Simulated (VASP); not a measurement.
# Nb in VASP: single point with PBEsol

Aim: the single point of Nb with PBEsol.

Everything below comes from runs of VASP 6.6.1. Logs are shortened: lines on timing, memory, paths and dates and some standing lists are left out, and cuts for length are marked.

## Step 1: The cell of the first run

The cell holds a slab with vacuum, 14 atoms: a = 4.625 Å, b = 4.625 Å, c = 28.274 Å, α = 90.00°, β = 90.00°, γ = 60.00°.

## Step 2: Single point, PBEsol

INCAR reads:

```
SYSTEM = Nb
PREC = Accurate ; ENCUT = 520
EDIFF = 1E-6 ; ISMEAR = 1
SIGMA = 0.1 ; LREAL = .FALSE.
LASPH = .TRUE. ; NELM = 100
ALGO = Normal ; ISIF = 2
LWAVE = .FALSE. ; LCHARG = .TRUE.
LDIPOL = .TRUE. ; IDIPOL = 3
DIPOL = 0.5 0.5 0.500 ; GGA = PS
LELF = .TRUE. ; LVHAR = .TRUE.
LVACPOTAV = .TRUE. ; NBANDS = 104
```

KPOINTS reads:

```
regular mesh
0
G
  8 8 1
  0 0 0
```

POSCAR reads:

```
Nb
1.0
    4.6253602371      0.0000000003      0.0000000000
    2.3126801183      4.0056794671      0.0000000000
    0.0000000000      0.0000000000     28.2739201620
Nb
14
Direct
    0.6666666667      0.6666666667      0.2952796325
    0.0000000000      0.0000000000      0.3191784240
    0.3333333333      0.3333333333      0.3480203933
    0.6666666667      0.6666666667      0.3854218248
    0.0000000000      0.0000000000      0.4159879412
    0.3333333333      0.3333333333      0.4501538313
    0.6666666667      0.6666666667      0.4846967765
    0.0000000000      0.0000000000      0.5153031549
    0.3333333333      0.3333333333      0.5498461580
    0.6666666667      0.6666666667      0.5840120817
    0.0000000000      0.0000000000      0.6145782146
    0.3333333333      0.3333333333      0.6519796068
    0.6666666667      0.6666666667      0.6808215750
    0.0000000000      0.0000000000      0.7047203855
```

Potentials or basis: VASP PAW PBE potentials, release 64 (Nb_sv).

Command:

```console
$ cat potpaw_PBE.64/Nb_sv/POTCAR > POTCAR
$ mpirun -np 1 vasp_std > vasp.out
```

OUTCAR:

```text
SYSTEM = Nb
   PREC = Accurate
   ENCUT = 520
   EDIFF = 1E-6
   ISMEAR = 1
   LREAL = .FALSE.
   LASPH = .TRUE.
   NELM = 100
   ISIF = 2
   GGA = PS

 ion  position               nearest neighbor table
   1  0.667  0.667  0.295-   4 2.55   2 2.75   2 2.75   2 2.75
   2  0.000  0.000  0.319-   5 2.74   1 2.75   1 2.75   1 2.75   3 2.79   3 2.79   3 2.79
   3  0.333  0.333  0.348-   2 2.79   2 2.79   2 2.79   4 2.87   4 2.87   4 2.87   6 2.89
   4  0.667  0.667  0.385-   1 2.55   5 2.81   5 2.81   5 2.81   7 2.81   3 2.87   3 2.87   3 2.87

   5  0.000  0.000  0.416-   2 2.74   4 2.81   4 2.81   4 2.81   8 2.81   6 2.84   6 2.84   6 2.84
[... 11 lines left out ...]
  11  0.000  0.000  0.615-  14 2.55  10 2.81  10 2.81  10 2.81   8 2.81  12 2.87  12 2.87  12 2.87

  12  0.333  0.333  0.652-  13 2.79  13 2.79  13 2.79  11 2.87  11 2.87  11 2.87   9 2.89
  13  0.667  0.667  0.681-  10 2.74  14 2.75  14 2.75  14 2.75  12 2.79  12 2.79  12 2.79
  14  0.000  0.000  0.705-  11 2.55  13 2.75  13 2.75  13 2.75

  LATTYP: Found a hexagonal cell.
 ALAT       =     4.6253602371
 C/A-ratio  =     6.1128039142

  Lattice vectors:

 A1 = (  -2.3126801183,  -4.0056794671,   0.0000000000)
 A2 = (   4.6253602371,   0.0000000003,   0.0000000000)
 A3 = (   0.0000000000,   0.0000000000,  28.2739201620)

Analysis of symmetry for initial positions (statically):
=====================================================================
 Subroutine PRICEL returns:
 Original cell was already a primitive cell.

 Routine SETGRP: Setting up the symmetry group for a
 hexagonal supercell.

 Subroutine GETGRP returns: Found 12 space group operations
 (whereof  6 operations were pure point group operations)
 out of a pool of 24 trial point group operations.

The static configuration has the point symmetry C_3v.
 The point group associated with its full space group is D_3d.

Analysis of symmetry for dynamics (positions and initial velocities):
=====================================================================
 Subroutine PRICEL returns:
 Original cell was already a primitive cell.

 Routine SETGRP: Setting up the symmetry group for a
 hexagonal supercell.

 Subroutine GETGRP returns: Found 12 space group operations
 (whereof  6 operations were pure point group operations)
 out of a pool of 24 trial point group operations.

The dynamic configuration has the point symmetry C_3v.
 The point group associated with its full space group is D_3d.

[... 127 lines left out ...]
     AMIX_MAG =   1.60;   BMIX_MAG =  1.00
  volume/ion in A,a.u.               =      37.42       252.51
  Fermi-wavevector in a.u.,A,eV,Ry     =   1.150878  2.174844 18.021197  1.324521
  Thomas-Fermi vector in A             =   2.287539
   LORBIT       =      0    0 simple, 1 ext, 2 COOP (PROOUT), +10 PAW based schemes
   GGA     = PS    functional components
   LHFCALC =     F    Hartree Fock is set to
   AEXX    =    0.0000 exact exchange contribution
   IVDW    =     0    specifies the selected vdW correction
   LEPSILON=     F    determine dielectric tensor
   LRPA    =     F    only Hartree local field effects (RPA)
 non-spin polarized calculation
 Methfessel and Paxton  Order N= 1 SIGMA  =   0.10
  energy-cutoff  :      520.00
  volume of cell :      523.85
 maximum number of plane-waves:     14171
 NGX is ok and might be reduce to    36
   NGX = 17   NGY = 17   NGZ =105

 dipolmoment           0.000000      0.000000     -0.000000 electrons x Angstroem

 number of electron     182.0000012 magnetization

 dipolmoment           0.000000      0.000000      0.000042 electrons x Angstroem

 Free energy of the ion-electron system (eV)
  ---------------------------------------------------
  ext. energy  EPLUGINS =         0.00000000
  ---------------------------------------------------
  free energy    TOTEN  =      -147.24456025 eV

  energy without entropy =     -147.24143466  energy(sigma->0) =     -147.24351838

 E-fermi :   3.3880     XC(G=0):  -6.7035

 val. band max:        3.3835511187   @ k =   0.5000   0.2500   0.0000
 cond. band min:       3.3985282620   @ k =   0.5000   0.2500   0.0000
 fundamental gap:      0.0149771433
 Fermi energy:         3.3880237840

 k-point     1 :       0.0000    0.0000    0.0000
  band No.  band energies     occupation
      1     -51.0788      2.00000
      2     -51.0781      2.00000
      3     -50.8815      2.00000
      4     -50.8783      2.00000
      5     -50.7882      2.00000
      6     -50.6651      2.00000
[... 1049 lines left out ...]
    102       5.0215     -0.00000
    103       5.1502     -0.00000
 [bands above 103 left out]

------------------------ aborting loop because EDIFF is reached ----------------------------------------

  FORCE on cell =-STRESS in cart. coord.  units (eV):
  Direction    XX          YY          ZZ          XY          YZ          ZX
  --------------------------------------------------------------------------------------
  -------------------------------------------------------------------------------------
  Total       -1.9744351     -1.9744351     -0.2617733     -0.0000000      0.0000000      0.0000000
  in kB       -6.0387306     -6.0387306     -0.8006232     -0.0000000      0.0000000      0.0000000
  external PRESSURE =      -4.2926948 kB  Pullay stress =       0.0000000 kB

 VOLUME and BASIS-vectors are now :
 -----------------------------------------------------------------------------
  energy-cutoff  :      520.00
  volume of cell :      523.85
      direct lattice vectors                 reciprocal lattice vectors
     4.625360237  0.000000000  0.000000000     0.216199377 -0.124822768  0.000000000
     2.312680118  4.005679467  0.000000000    -0.000000000  0.249645537  0.000000000
     0.000000000  0.000000000 28.273920162     0.000000000  0.000000000  0.035368283

 POSITION                                       TOTAL-FORCE (eV/Angst)
 -----------------------------------------------------------------------------------
      4.62536      2.67045      8.34871        -0.000000     -0.000000     -0.020921
      0.00000      0.00000      9.02443         0.000000      0.000000      0.022992
      2.31268      1.33523      9.83990        -0.000000     -0.000000     -0.013432
      4.62536      2.67045     10.89739         0.000000     -0.000000      0.024296
      0.00000      0.00000     11.76161         0.000000     -0.000000     -0.007920
      2.31268      1.33523     12.72761         0.000000     -0.000000      0.011416
      4.62536      2.67045     13.70428        -0.000000     -0.000000      0.025635
      0.00000      0.00000     14.56964         0.000000      0.000000     -0.025635
      2.31268      1.33523     15.54631        -0.000000      0.000000     -0.011416
      4.62536      2.67045     16.51231        -0.000000      0.000000      0.007920
      0.00000      0.00000     17.37654        -0.000000      0.000000     -0.024296
      2.31268      1.33523     18.43402         0.000000      0.000000      0.013432
      4.62536      2.67045     19.24949         0.000000     -0.000000     -0.022992
      0.00000      0.00000     19.92521         0.000000      0.000000      0.020921
 -----------------------------------------------------------------------------------
    total drift:                               -0.000001     -0.000000      0.012383

  FREE ENERGIE OF THE ION-ELECTRON SYSTEM (eV)
  ---------------------------------------------------
  free  energy   TOTEN  =      -147.2445602465 eV

  energy  without entropy=     -147.2414346567  energy(sigma->0) =     -147.24351838

 vacuum level on the upper side and lower side of the slab         7.287         7.287
```

Run time: 36 min. Hardware: 1 thread of Intel Xeon Platinum 8259CL at 2.50GHz (Skylake/Cascade Lake), shared host; peak memory 0.76 GiB.

Results:

```
Free energy            : -147.2446 eV
Largest force          : 0.026 eV/Å
Band gap on the k mesh : zero (bands 91 and 92 overlap by 0.19 eV)
```

Forces in eV/Å, atoms in the order of the input:
```
Nb   0.000  0.000 -0.021
Nb   0.000  0.000  0.023
Nb   0.000  0.000 -0.013
Nb   0.000  0.000  0.024
Nb   0.000  0.000 -0.008
Nb   0.000  0.000  0.011
Nb   0.000  0.000  0.026
Nb   0.000  0.000 -0.026
Nb   0.000  0.000 -0.011
Nb   0.000  0.000  0.008
Nb   0.000  0.000 -0.024
Nb   0.000  0.000  0.013
Nb   0.000  0.000 -0.023
Nb   0.000  0.000  0.021
```

Caveat: the PAW data sets were made with another functional, which shifts forces and pressure a little.
